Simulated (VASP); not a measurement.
A run of VASP 6.6.1 is set up as follows.

The input INCAR:

```
PREC = Accurate
ENCUT = 400
EDIFF = 1E-6
ISMEAR = 0
SIGMA = 0.03
LREAL = False
LASPH = True
NELM = 120
ALGO = Normal
ISIF = 2
LWAVE = False
LCHARG = True
LDIPOL = True
IDIPOL = 3
DIPOL = 0.5 0.5 0.500
GGA = PE
LELF = True
LVHAR = True
LVACPOTAV = True
NBANDS = 19
GGA_COMPAT = False
NELMDL = -8
```

KPOINTS

```
regular mesh
0
Gamma
  12 12 1
```

Contents of POSCAR:

```
ZrS2
1.0
    3.6484476742      0.0000000000      0.0000000000
   -1.8242238371      3.1596483702      0.0000000000
    0.0000000000      0.0000000000     18.9177010306
S Zr
2 1
Direct
    0.3333333333      0.6666666667      0.4228843657
    0.6666666667      0.3333333333      0.5771156343
    0.0000000000      0.0000000000      0.5000000000
```

Potentials or basis: VASP PAW PBE potentials, release 64 (S, Zr_sv).

Run with:

```bash
$ cat potpaw_PBE.64/S/POTCAR potpaw_PBE.64/Zr_sv/POTCAR > POTCAR
$ mpirun -np 1 vasp_std > vasp.out
```

Problem. Estimate the band gap on the k mesh.

Solution. 1.10 eV (least direct gap 1.69 eV).

Problem. Predict the largest force.

Solution. 0.083 eV/Å.

Forces on the atoms (eV/Å):
```
S    0.000  0.000 -0.083
S    0.000  0.000  0.083
Zr   0.000  0.000  0.000
```
